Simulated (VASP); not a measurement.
# TiAl (P-6m2) in VASP: further runs

TiAl is run at these levels: HSE06, PBE0; tasks: single point.

Everything below comes from runs of VASP 6.6.1. Logs are shortened: lines on timing, memory, paths and dates and some standing lists are left out, and cuts for length are marked.

**1. The cell of the first run**

Symmetry: P-6m2, No. 187, hexagonal system. The conventional cell has a = 2.829 Å, b = 2.829 Å, c = 4.615 Å, α = 90.00°, β = 90.00°, γ = 120.00°. Within 3.7 Å of Ti (site symmetry -6m2) lie 6 Al at 2.83 Å and 6 Ti at 2.83 Å. Within 3.7 Å of Al (site symmetry -6m2) lie 6 Ti at 2.83 Å and 6 Al at 2.83 Å.

**2. Single point, HSE06**

Input file POSCAR:

```
TiAl
1.0
    2.8285106954      0.0000000000      0.0000000000
   -1.4142553477      2.4495621171      0.0000000000
    0.0000000000      0.0000000000      4.6148579117
Ti Al
1 1
Direct
    0.0000000000      0.0000000000      0.0000000000
    0.3333333333      0.6666666667      0.5000000000
```

Input file INCAR.step1:

```
PREC = Accurate
ENCUT = 520
EDIFF = 1E-5
ISMEAR = -1
SIGMA = 0.05
LREAL = False
LASPH = True
NELM = 80
ALGO = Normal
ISIF = 2
LWAVE = True
NBANDS = 14
GGA = PE
```

Input file INCAR.step2:

```
PREC = Accurate
ENCUT = 520
EDIFF = 1E-6
ISMEAR = -1
SIGMA = 0.05
LREAL = False
LASPH = True
NELM = 80
ALGO = Normal
ISIF = 2
LWAVE = False
LCHARG = True
GGA = PE
LHFCALC = True
HFSCREEN = 0.2079
PRECFOCK = Normal
LELF = True
LVHAR = True
NBANDS = 14
ISTART = 1
```

Input file KPOINTS:

```
regular mesh
0
Gamma
  6 6 4
```

Potentials or basis: VASP PAW PBE potentials, release 64 (Ti_sv, Al).

Run with:

```sh
> cat potpaw_PBE.64/Ti_sv/POTCAR potpaw_PBE.64/Al/POTCAR > POTCAR
> cp INCAR.step1 INCAR
> mpirun -np 1 vasp_std > vasp.out
> cp INCAR.step2 INCAR
> mpirun -np 1 vasp_std > vasp.out
```

OUTCAR:

```text
PREC = Accurate
   ENCUT = 520
   EDIFF = 1E-6
   ISMEAR = -1
   LREAL = False
   LASPH = True
   NELM = 80
   ISIF = 2
   GGA = PE
   LHFCALC = True
   HFSCREEN = 0.2079
   PRECFOCK = Normal
   ISTART = 1

 ion  position               nearest neighbor table
   1  0.000  0.000  0.000-   2 2.83   2 2.83   2 2.83   2 2.83   2 2.83   2 2.83
   2  0.333  0.667  0.500-   1 2.83   1 2.83   1 2.83   1 2.83   1 2.83   1 2.83

  LATTYP: Found a hexagonal cell.
 ALAT       =     2.8285106954
 C/A-ratio  =     1.6315504549

  Lattice vectors:

 A1 = (   2.8285106954,   0.0000000000,   0.0000000000)
 A2 = (  -1.4142553477,   2.4495621171,   0.0000000000)
 A3 = (   0.0000000000,   0.0000000000,   4.6148579117)

Analysis of symmetry for initial positions (statically):
=====================================================================
 Subroutine PRICEL returns:
 Original cell was already a primitive cell.

 Routine SETGRP: Setting up the symmetry group for a
 hexagonal supercell.

 Subroutine GETGRP returns: Found 12 space group operations
 (whereof 12 operations were pure point group operations)
 out of a pool of 24 trial point group operations.

The static configuration has the point symmetry D_3h.

Analysis of symmetry for dynamics (positions and initial velocities):
=====================================================================
 Subroutine PRICEL returns:
 Original cell was already a primitive cell.

 Routine SETGRP: Setting up the symmetry group for a
 hexagonal supercell.

 Subroutine GETGRP returns: Found 12 space group operations
 (whereof 12 operations were pure point group operations)
 out of a pool of 24 trial point group operations.

The dynamic configuration has the point symmetry D_3h.

 Subroutine INISYM returns: Found 12 space group operations
 (whereof 12 operations are pure point group operations),
 and found     1 'primitive' translations

----------------------------------------------------------------------------------------

                                     Primitive cell

  volume of cell :      31.9746

  direct lattice vectors                    reciprocal lattice vectors
     2.828510695  0.000000000  0.000000000     0.353542945  0.204118114  0.000000000
    -1.414255348  2.449562117  0.000000000     0.000000000  0.408236228  0.000000000
[... 96 lines left out ...]
   ISMEAR =    -1;   SIGMA  =   0.05  broadening in eV -4-tet -1-fermi 0-gaus
   EFERMI_NEDOS =   21; number of points for ismear=-14 and -15
   IALGO  =     38    algorithm
   IMIX   =      1    mixing-type and parameters
     AMIX     =   0.40;   BMIX     =  1.00
     AMIX_MAG =   1.60;   BMIX_MAG =  1.00
  volume/ion in A,a.u.               =      15.99       107.89
  Fermi-wavevector in a.u.,A,eV,Ry     =   1.272049  2.403823 22.015692  1.618108
  Thomas-Fermi vector in A             =   2.404948
   LORBIT       =      0    0 simple, 1 ext, 2 COOP (PROOUT), +10 PAW based schemes
   GGA     = PE    functional components
   LHFCALC =     T    Hartree Fock is set to
   PRECFOCK=normal    Normal, Fast or Accurate (Low or Medium for compatibility)
   ENCUT4O =  -1.0   cutoff for four orbital integrals eV
   NKREDX  =     1    reduce k-point grid by
   NKREDY  =     1    reduce k-point grid by
   NKREDZ  =     1    reduce k-point grid by
   AEXX    =    0.2500 exact exchange contribution
   HFSCREEN=    0.2079 screening length (either q_TF or 0.3 A-1)
   HFSCREENC=   0.2079 screening length for correlation (either q_TF or 0.3 A-1)
   ENCUTFOCK=  -1.0 apply spherical cutoff to Coloumb kernel
   IVDW    =     0    specifies the selected vdW correction
   LEPSILON=     F    determine dielectric tensor
   LRPA    =     F    only Hartree local field effects (RPA)
 non-spin polarized calculation
  energy-cutoff  :      520.00
  volume of cell :       31.97
 maximum number of plane-waves:       870
 NGX is ok and might be reduce to    24
  NGX = 16; NGY = 16; NGZ = 28

 number of electron      15.0000005 magnetization

 Free energy of the ion-electron system (eV)
  ---------------------------------------------------
  ext. energy  EPLUGINS =         0.00000000
  ---------------------------------------------------
  free energy    TOTEN  =       -14.12328028 eV

  energy without entropy =      -14.10880675  energy(sigma->0) =      -14.11604352

 E-fermi :   8.2027     XC(G=0):  -9.1362

 val. band max:        8.0813051095   @ k =   0.3333   0.0000   0.0000
 cond. band min:       8.2515103900   @ k =   0.3333   0.3333   0.2500
 fundamental gap:      0.1702052805
 Fermi energy:         8.2027141947

 k-point     1 :       0.0000    0.0000    0.0000
  band No.  band energies     occupation
      1     -53.0969      2.00000
      2     -27.7427      2.00000
      3     -27.3087      2.00000
      4     -27.3087      2.00000
      5      -2.2516      2.00000
      6       5.1500      2.00000
      7       5.8174      2.00000
      8      10.1958      0.00000
      9      10.1959      0.00000
     10      12.1107      0.00000
     11      12.1107      0.00000
     12      13.0212      0.00000
     13      22.6031      0.00000
     14      22.6031      0.00000
[... 326 lines left out ...]
      1     -52.9621      2.00000
      2     -27.8088      2.00000
      3     -27.7955      2.00000
      4     -27.5948      2.00000
      5       5.9873      2.00000
      6       6.0782      2.00000
      7       7.1909      2.00000
      8       7.3681      2.00000
      9       8.0732      1.86043
     10       9.9304      0.00000
     11      12.4923      0.00000
     12      13.9257      0.00000
     13      14.7195      0.00000
     14      15.3701      0.00000

------------------------ aborting loop because EDIFF is reached ----------------------------------------

  FORCE on cell =-STRESS in cart. coord.  units (eV):
  Direction    XX          YY          ZZ          XY          YZ          ZX
  --------------------------------------------------------------------------------------
  -------------------------------------------------------------------------------------
  Total        0.7765267      0.7765267      0.5370947      0.0000000      0.0000000      0.0000000
  in kB       38.9101034     38.9101034     26.9126751      0.0000000      0.0000000      0.0000000
  external PRESSURE =      34.9109606 kB  Pullay stress =       0.0000000 kB

 VOLUME and BASIS-vectors are now :
 -----------------------------------------------------------------------------
  energy-cutoff  :      520.00
  volume of cell :       31.97
      direct lattice vectors                 reciprocal lattice vectors
     2.828510695  0.000000000  0.000000000     0.353542945  0.204118114  0.000000000
    -1.414255348  2.449562117  0.000000000     0.000000000  0.408236228  0.000000000
     0.000000000  0.000000000  4.614857912     0.000000000  0.000000000  0.216691395

 POSITION                                       TOTAL-FORCE (eV/Angst)
 -----------------------------------------------------------------------------------
      0.00000      0.00000      0.00000        -0.000000     -0.000000      0.000000
     -0.00000      1.63304      2.30743         0.000000      0.000000      0.000000
 -----------------------------------------------------------------------------------
    total drift:                                0.000000      0.000000      0.000000

  FREE ENERGIE OF THE ION-ELECTRON SYSTEM (eV)
  ---------------------------------------------------
  free  energy   TOTEN  =       -14.1232802816 eV

  energy  without entropy=      -14.1088067501  energy(sigma->0) =      -14.11604352
```

Run time: 25 min. Hardware: 1 thread of Intel Xeon Platinum 8259CL at 2.50GHz (Skylake/Cascade Lake), shared host; peak memory 0.27 GiB.

What came out:

```yaml
Free_energy: -14.1233 eV
Pressure: 3.5 GPa
Band_gap_on_the_k_mesh: zero (an odd number of electrons rules out a gap without spin polarisation)
```

Caveat: the k points lie up to 0.43 Å⁻¹ apart, too coarse for converged energies and pressures of a metal; the PAW data sets were made with another functional, which shifts forces and pressure a little.

**3. Single point, PBE0**

This run uses another cell than the first one, of 16.99 Å³/atom.

Input file POSCAR:

```
TiAl
1.0
    2.8862512777      0.0000000000      0.0000000000
   -1.4431256388      2.4995669282      0.0000000000
    0.0000000000      0.0000000000      4.7090645850
Ti Al
1 1
Direct
    0.0000000000      0.0000000000      0.0000000000
    0.3333333333      0.6666666667      0.5000000000
```

Input file INCAR.step1:

```
SYSTEM = TiAl
PREC = Accurate
ENCUT = 520
EDIFF = 1E-5
ISMEAR = -1
SIGMA = 0.05
LREAL = .False.
LASPH = .True.
NELM = 100
ALGO = Normal
ISIF = 2
LWAVE = .True.
GGA = PE
NBANDS = 14
```

Input file INCAR.step2:

```
SYSTEM = TiAl
PREC = Accurate
ENCUT = 520
EDIFF = 1E-6
ISMEAR = -1
SIGMA = 0.05
LREAL = .False.
LASPH = .True.
NELM = 100
ALGO = Normal
ISIF = 2
LWAVE = .False.
LCHARG = .True.
GGA = PE
LHFCALC = .True.
AEXX = 0.25
PRECFOCK = Normal
LELF = .True.
LVHAR = .True.
ISTART = 1
NBANDS = 14
```

Input file KPOINTS:

```
Automatic mesh
0
Gamma
  6 6 4
  0 0 0
```

Potentials or basis: VASP PAW PBE potentials, release 64 (Ti_sv, Al).

Run with:

```sh
> cat potpaw_PBE.64/Ti_sv/POTCAR potpaw_PBE.64/Al/POTCAR > POTCAR
> cp INCAR.step1 INCAR
> mpirun -np 1 vasp_std > vasp.out
> cp INCAR.step2 INCAR
> mpirun -np 1 vasp_std > vasp.out
```

OUTCAR:

```text
SYSTEM = TiAl
   PREC = Accurate
   ENCUT = 520
   EDIFF = 1E-6
   ISMEAR = -1
   LREAL = .False.
   LASPH = .True.
   NELM = 100
   ISIF = 2
   GGA = PE
   LHFCALC = .True.
   AEXX = 0.25
   PRECFOCK = Normal
   ISTART = 1

 ion  position               nearest neighbor table
   1  0.000  0.000  0.000-   2 2.88   2 2.88   2 2.88   2 2.88   2 2.88   2 2.88
   2  0.333  0.667  0.500-   1 2.88   1 2.88   1 2.88   1 2.88   1 2.88   1 2.88

  LATTYP: Found a hexagonal cell.
 ALAT       =     2.8862512777
[... 551 lines left out ...]

  FORCE on cell =-STRESS in cart. coord.  units (eV):
  Direction    XX          YY          ZZ          XY          YZ          ZX
  --------------------------------------------------------------------------------------
  -------------------------------------------------------------------------------------
  Total       -0.7902192     -0.7902192     -1.1250679     -0.0000000      0.0000000      0.0000000
  in kB      -37.2670129    -37.2670129    -53.0585958     -0.0000000      0.0000000      0.0000000
  external PRESSURE =     -42.5308739 kB  Pullay stress =       0.0000000 kB

 VOLUME and BASIS-vectors are now :
 -----------------------------------------------------------------------------
  energy-cutoff  :      520.00
  volume of cell :       33.97
      direct lattice vectors                 reciprocal lattice vectors
     2.886251278  0.000000000  0.000000000     0.346470180  0.200034652  0.000000000
    -1.443125639  2.499566928  0.000000000     0.000000000  0.400069303  0.000000000
     0.000000000  0.000000000  4.709064585     0.000000000  0.000000000  0.212356399

 POSITION                                       TOTAL-FORCE (eV/Angst)
 -----------------------------------------------------------------------------------
      0.00000      0.00000      0.00000         0.000000      0.000000      0.000000
     -0.00000      1.66638      2.35453        -0.000000     -0.000000      0.000000
 -----------------------------------------------------------------------------------
    total drift:                               -0.000000     -0.000000     -0.000000

  FREE ENERGIE OF THE ION-ELECTRON SYSTEM (eV)
  ---------------------------------------------------
  free  energy   TOTEN  =       -15.4725353884 eV

  energy  without entropy=      -15.4703903295  energy(sigma->0) =      -15.47146286
```

OUTCAR.step1:

```text
SYSTEM = TiAl
   PREC = Accurate
   ENCUT = 520
   EDIFF = 1E-5
   ISMEAR = -1
   LREAL = .False.
[... 574 lines left out ...]
      0.00000      0.00000      0.00000        -0.000000     -0.000000      0.000000
     -0.00000      1.66638      2.35453         0.000000      0.000000      0.000000
 -----------------------------------------------------------------------------------
    total drift:                                0.000000     -0.000000      0.000000

  FREE ENERGIE OF THE ION-ELECTRON SYSTEM (eV)
  ---------------------------------------------------
  free  energy   TOTEN  =       -12.1000610410 eV

  energy  without entropy=      -12.0691801890  energy(sigma->0) =      -12.08462062
```

OSZICAR.step1:

```text
N       E                     dE             d eps       ncg     rms          rms(c)
DAV:   1     0.908179494435E+02    0.90818E+02   -0.69662E+03   588   0.107E+03
DAV:   2    -0.800564247866E+01   -0.98824E+02   -0.95185E+02   606   0.285E+02
DAV:   3    -0.135233924984E+02   -0.55178E+01   -0.54133E+01   888   0.642E+01
DAV:   4    -0.136751876187E+02   -0.15180E+00   -0.15157E+00   680   0.959E+00
DAV:   5    -0.136817845314E+02   -0.65969E-02   -0.65965E-02   876   0.194E+00    0.905E+00
DAV:   6    -0.124189048907E+02    0.12629E+01   -0.60990E+00   680   0.300E+01    0.378E+00
DAV:   7    -0.121274270187E+02    0.29148E+00   -0.79281E-01   666   0.102E+01    0.191E+00
DAV:   8    -0.121047705889E+02    0.22656E-01   -0.14891E-01   642   0.452E+00    0.846E-01
DAV:   9    -0.121026857093E+02    0.20849E-02   -0.42689E-02   672   0.298E+00    0.353E-01
DAV:  10    -0.121000011990E+02    0.26845E-02   -0.62080E-03   740   0.980E-01    0.733E-02
DAV:  11    -0.121000995637E+02   -0.98365E-04   -0.79022E-04   764   0.266E-01    0.651E-02
DAV:  12    -0.121000709081E+02    0.28656E-04   -0.63062E-05   704   0.864E-02    0.302E-02
DAV:  13    -0.121000610410E+02    0.98670E-05   -0.14710E-05   622   0.434E-02
   1 F= -.12100061E+02 E0= -.12084621E+02  d E =-.308809E-01
```

Run time: 26 min. Hardware: 1 thread of Intel Xeon Platinum 8259CL at 2.50GHz (Skylake/Cascade Lake), shared host; peak memory 0.17 GiB.

What came out:

| Property | Result |
| --- | --- |
| Free energy | -15.4725 eV |
| Pressure | -4.3 GPa |
| Band gap on the k mesh | zero (an odd number of electrons rules out a gap without spin polarisation) |

Caveat: the k points lie up to 0.42 Å⁻¹ apart, too coarse for converged energies and pressures of a metal; the PAW data sets were made with another functional, which shifts forces and pressure a little.
